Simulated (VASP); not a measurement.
A run of VASP 6.6.1:

Contents of INCAR:

```
SYSTEM = TePb
PREC = Accurate
ENCUT = 520
EDIFF = 1E-6
ISMEAR = -1
SIGMA = 0.1
LREAL = .FALSE.
LASPH = .TRUE.
NELM = 80
ALGO = Normal
ISIF = 2
LWAVE = .FALSE.
LCHARG = .FALSE.
GGA = PE
NBANDS = 17
```

File KPOINTS:

```
regular mesh
0
G
  11 11 11
  0 0 0
```

File POSCAR:

```
TePb
1.0
    0.0000000000      3.2165842950      3.2165842950
    3.2165842950      0.0000000000      3.2165842950
    3.2165842950      3.2165842950      0.0000000000
Pb Te
1 1
Direct
    0.0000000000      0.0000000000      0.0000000000
    0.5000000000      0.5000000000      0.5000000000
```

Potentials or basis: VASP PAW PBE potentials, release 64 (Pb_d, Te).

Run with:

```sh
$ cat potpaw_PBE.64/Pb_d/POTCAR potpaw_PBE.64/Te/POTCAR > POTCAR
$ mpirun -np 1 vasp_std > vasp.out
```

Hardware: 1 thread of Intel(R) Xeon(R) Platinum 8259CL CPU @ 2.50GHz (Skylake/Cascade Lake), on a shared host.

Problem. How long does it take, and how much memory?

Solution. It took 52 s on 1 thread of Intel(R) Xeon(R) Platinum 8259CL CPU @ 2.50GHz (Skylake/Cascade Lake), with other jobs on the host, peak memory 0.24 GiB. Counts: scf iterations 12, k points 56.
